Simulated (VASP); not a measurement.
# Fe3Ge: single point with PBEsol

Fe3Ge:

```
Fe Ge
1.0
     3.66050    0.00000    0.00000
     0.00000    3.66050    0.00000
     0.00000    0.00000    3.66050
Fe Ge
3 1
Direct
  0.00000 0.50000 0.50000
  0.50000 0.50000 0.00000
  0.50000 0.00000 0.50000
  0.00000 0.00000 0.00000
```

```
Program                : VASP 6.6.1
Task                   : single point
Functional             : PBEsol
Potentials or basis    : VASP PAW PBE potentials, release 64 (Fe, Ge_d)
Cutoff                 : 520 eV
k mesh                 : 9 × 9 × 9
Occupations            : fermi-dirac, width 0.03 eV
Spin                   : collinear spin, ferromagnetic start
Starting moments       : [1.08, 1.08, 1.08, 0.0] μB
Fixed moment           : 3.24 μB
Dipole correction      : no
Further INCAR settings : ALGO = Normal; EDIFF = 1e-06; NBANDS = 31
```

| Item | Value |
| --- | --- |
| Pressure | -20.9 GPa |
| Net moment | 3.24 μB per cell |
| Site moments | Fe +1.10; Ge -0.08 μB |
| Valence electrons inside the program's atomic spheres | Fe 7.22; Ge 12.44 |

Wall time 120 s on 1 thread of Intel Xeon 6975P-C, with other jobs on the host, peak memory 0.22 GiB.

Caveat: the PAW data sets were made with another functional, which shifts forces and pressure a little; the total moment is fixed, so each spin has its own Fermi level.
